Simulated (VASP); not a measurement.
# MoC3 (Pm-3m) in VASP: further runs, part 2 of 2

VASP 6.6.1. The steps go on from the part before.

**3. Single point, PBE**

This run uses another cell than the first one, of 8.49 Å³/atom, 0.928 times its volume.

Contents of INCAR:

```
SYSTEM = MoC3
PREC = Accurate
ENCUT = 520
EDIFF = 1E-7
ISMEAR = 0
SIGMA = 0.1
LREAL = .False.
LASPH = .True.
NELM = 80
ALGO = Normal
ISIF = 2
LWAVE = .False.
LCHARG = .False.
GGA = PE
NBANDS = 21
```

Contents of KPOINTS:

```
regular mesh
0
Gamma
  14 14 14
  0 0 0
```

Contents of POSCAR:

```
MoC3
1.0
    3.2380582427      0.0000000000      0.0000000000
    0.0000000000      3.2380582427      0.0000000000
    0.0000000000      0.0000000000      3.2380582427
Mo C
1 3
Direct
    0.0000000000      0.0000000000      0.0000000000
    0.0000000000      0.5000000000      0.5000000000
    0.5000000000      0.0000000000      0.5000000000
    0.5000000000      0.5000000000      0.0000000000
```

Potentials or basis: VASP PAW PBE potentials, release 64 (Mo_sv, C).

On the command line:

```console
> cat potpaw_PBE.64/Mo_sv/POTCAR potpaw_PBE.64/C/POTCAR > POTCAR
> mpirun -np 1 vasp_std > vasp.out
```

OUTCAR:

```text
SYSTEM = MoC3
   PREC = Accurate
   ENCUT = 520
   EDIFF = 1E-7
   ISMEAR = 0
   LREAL = .False.
   LASPH = .True.
   NELM = 80
   ISIF = 2
   GGA = PE

 ion  position               nearest neighbor table
   1  0.000  0.000  0.000-   2 2.29   3 2.29   4 2.29   2 2.29   3 2.29   2 2.29   4 2.29   2 2.29
                             3 2.29   4 2.29   3 2.29   4 2.29
   2  0.000  0.500  0.500-   1 2.29   1 2.29   1 2.29   1 2.29
   3  0.500  0.000  0.500-   1 2.29   1 2.29   1 2.29   1 2.29
   4  0.500  0.500  0.000-   1 2.29   1 2.29   1 2.29   1 2.29

  LATTYP: Found a simple cubic cell.
 ALAT       =     3.2380582427

  Lattice vectors:

 A1 = (   3.2380582427,   0.0000000000,   0.0000000000)
 A2 = (   0.0000000000,   3.2380582427,   0.0000000000)
 A3 = (   0.0000000000,   0.0000000000,   3.2380582427)

Analysis of symmetry for initial positions (statically):
=====================================================================
 Subroutine PRICEL returns:
 Original cell was already a primitive cell.

 Routine SETGRP: Setting up the symmetry group for a
 simple cubic supercell.
[... 165 lines left out ...]
  ext. energy  EPLUGINS =         0.00000000
  ---------------------------------------------------
  free energy    TOTEN  =       -28.75641377 eV

  energy without entropy =      -28.74362165  energy(sigma->0) =      -28.75001771

 E-fermi :  11.1966     XC(G=0): -13.4401

 val. band max:       11.1916220927   @ k =   0.3571   0.3571   0.2143
 cond. band min:      11.1983058580   @ k =   0.3571   0.2857   0.1429
 fundamental gap:      0.0066837653
 Fermi energy:        11.1966229666

 k-point     1 :       0.0000    0.0000    0.0000
  band No.  band energies     occupation
      1     -50.9764      2.00000
      2     -24.9987      2.00000
      3     -24.9987      2.00000
      4     -24.9987      2.00000
      5      -5.5230      2.00000
      6       2.4900      2.00000
[... 565 lines left out ...]
     20      16.6454      0.00000
     21      17.0466      0.00000

 [... further k-points ...]
[... 5 lines left out ...]
  --------------------------------------------------------------------------------------
  -------------------------------------------------------------------------------------
  Total        0.0730023      0.0730023      0.0730023      0.0000000     -0.0000000     -0.0000000
  in kB        3.4450318      3.4450318      3.4450318      0.0000000     -0.0000000     -0.0000000
  external PRESSURE =       3.4450318 kB  Pullay stress =       0.0000000 kB

 VOLUME and BASIS-vectors are now :
 -----------------------------------------------------------------------------
  energy-cutoff  :      520.00
  volume of cell :       33.95
      direct lattice vectors                 reciprocal lattice vectors
     3.238058243  0.000000000  0.000000000     0.308827058  0.000000000  0.000000000
     0.000000000  3.238058243  0.000000000     0.000000000  0.308827058  0.000000000
     0.000000000  0.000000000  3.238058243     0.000000000  0.000000000  0.308827058

 POSITION                                       TOTAL-FORCE (eV/Angst)
 -----------------------------------------------------------------------------------
      0.00000      0.00000      0.00000         0.000000      0.000000      0.000000
      0.00000      1.61903      1.61903         0.000000      0.000000      0.000000
      1.61903      0.00000      1.61903         0.000000      0.000000      0.000000
      1.61903      1.61903      0.00000         0.000000      0.000000      0.000000
 -----------------------------------------------------------------------------------
    total drift:                                0.000000      0.000000     -0.000000

  FREE ENERGIE OF THE ION-ELECTRON SYSTEM (eV)
  ---------------------------------------------------
  free  energy   TOTEN  =       -28.7564137713 eV

  energy  without entropy=      -28.7436216504  energy(sigma->0) =      -28.75001771
```

stdout:

```text
POSCAR found type information on POSCAR MoC
 POSCAR found :  2 types and       4 ions
 scaLAPACK will be used
 LDA part: xc-table for (Slater+PW92), standard interpolation
 POSCAR, INCAR and KPOINTS ok, starting setup
 FFT: planning ... GRIDC
 FFT: planning ... GRID_SOFT
 FFT: planning ... GRID
 WAVECAR not read
 entering main loop
```

Wall time 67 s (1 thread of Intel Xeon Platinum 8259CL at 2.50GHz (Skylake/Cascade Lake), shared host); peak memory 0.18 GiB.

What came out:

```yaml
Free_energy: -28.7564 eV
Pressure: 0.3 GPa
Band_gap_on_the_k_mesh: zero (band 13 reaches 12.43 eV, above the bottom of band 14 at 10.51 eV)
```

Levels at points of the mesh, in eV from the Fermi level:
| k point | band 10 | band 11 | band 12 | band 13 | band 14 | band 15 | band 16 | band 17 |
| --- | --- | --- | --- | --- | --- | --- | --- | --- |
| (0.00, 0.00, 0.00) | -5.11 | -0.73 | -0.73 | -0.73 | 0.48 | 0.48 | 0.48 | 1.21 |
| (0.50, 0.00, 0.00) | -6.12 | -1.38 | -1.38 | -0.83 | -0.49 | 0.78 | 1.98 | 1.98 |
| (0.50, 0.50, 0.00) | -5.08 | -1.70 | -0.91 | -0.24 | -0.06 | -0.06 | 1.36 | 2.96 |
| (0.50, 0.50, 0.50) | -5.77 | -5.77 | 0.83 | 0.83 | 3.10 | 3.10 | 3.10 | 4.33 |

**4. Relaxation of cell and atoms, PBE**

This run uses another cell than the first one, of 8.47 Å³/atom, 0.925 times its volume.

Contents of INCAR:

```
PREC = Accurate
ENCUT = 600
EDIFF = 1E-6
ISMEAR = 0
SIGMA = 0.1
LREAL = F
LASPH = T
NELM = 100
ALGO = Normal
ISIF = 3
LWAVE = F
LCHARG = F
GGA = PE
IBRION = 2
NSW = 100
EDIFFG = -0.01
```

Contents of KPOINTS:

```
Automatic mesh
0
Gamma
  14 14 14
```

Contents of POSCAR:

```
MoC3
1.0
    3.2352048555      0.0000000000      0.0000000000
    0.0000000000      3.2352048555      0.0000000000
    0.0000000000      0.0000000000      3.2352048555
Mo C
1 3
Direct
    0.0000000000      0.0000000000      0.0000000000
    0.0000000000      0.5000000000      0.5000000000
    0.5000000000      0.0000000000      0.5000000000
    0.5000000000      0.5000000000      0.0000000000
```

On the command line:

```console
> cat potpaw_PBE.64/Mo_sv/POTCAR potpaw_PBE.64/C/POTCAR > POTCAR
> mpirun -np 1 vasp_std > vasp.out
```

It took 4.3 min on 1 thread of Intel Xeon Platinum 8259CL at 2.50GHz (Skylake/Cascade Lake), shared host; peak memory 0.22 GiB.

Results (log left out):

```
Free energy                            : -28.7574 eV
Relaxed volume                         : 8.49 Å³/atom
Relaxed cell                           : a = 3.239 Å, b = 3.239 Å, c = 3.239 Å, α = 90.00°, β = 90.00°, γ = 90.00°
Space group after relaxing (to 0.05 Å) : Pm-3m (No. 221)
Energy gained by relaxing              : 0.1 meV/atom
Ionic steps                            : 3
Pressure after relaxing                : 0.0 GPa
Band gap on the k mesh                 : zero (band 13 reaches 12.42 eV, above the bottom of band 14 at 10.50 eV)
```

Step by step:
```csv
step,energy change (eV),largest force (eV/Å),pressure (GPa),volume (Å³)
1,0.0000,0.0000,0.87,33.86
2,0.0000,0.0000,-0.88,34.09
3,-0.0003,0.0000,0.00,33.97
```

Final structure:
```
Mo C
1.0
     3.23874    0.00000    0.00000
     0.00000    3.23874    0.00000
     0.00000    0.00000    3.23874
Mo C
1 3
Direct
  0.00000 0.00000 0.00000
  0.00000 0.50000 0.50000
  0.50000 0.00000 0.50000
  0.50000 0.50000 0.00000
```

Levels at points of the mesh, in eV from the Fermi level:
| k point | band 9 | band 10 | band 11 | band 12 | band 13 | band 14 | band 15 | band 16 | band 17 |
| --- | --- | --- | --- | --- | --- | --- | --- | --- | --- |
| (0.00, 0.00, 0.00) | -5.11 | -5.11 | -0.73 | -0.73 | -0.73 | 0.48 | 0.48 | 0.48 | 1.20 |
| (0.50, 0.00, 0.00) | -6.14 | -6.11 | -1.38 | -1.38 | -0.83 | -0.49 | 0.78 | 1.98 | 2.05 |
| (0.50, 0.50, 0.00) | -5.08 | -5.08 | -1.70 | -0.90 | -0.24 | -0.06 | -0.06 | 1.36 | 2.96 |
| (0.50, 0.50, 0.50) | -5.77 | -5.77 | -5.77 | 0.83 | 0.83 | 3.09 | 3.09 | 3.09 | 4.33 |

**5. Summary**

| task | cell | k mesh | cutoff (eV) | gap on the mesh (eV) | pressure (GPa) | relaxed volume (Å³/atom) |
| --- | --- | --- | --- | --- | --- | --- |
| relaxation of cell and atoms | relaxed from a = 3.320 Å, 4 atoms | 6 × 6 × 6 | 600 | none | -0.2 | 8.47 |
| single point | a = 3.238 Å, 4 atoms | 14 × 14 × 14 | 520 | none | 0.3 | - |
| relaxation of cell and atoms | relaxed from a = 3.235 Å, 4 atoms | 14 × 14 × 14 | 600 | none | 0.0 | 8.49 |

Alike in all rows: level PBE; potentials or basis VASP PAW PBE potentials, release 64 (Mo_sv, C); no spin polarisation; smearing gaussian 0.1 eV.

Total energies depend on the potentials used, so only differences within one code and one set of settings carry meaning.
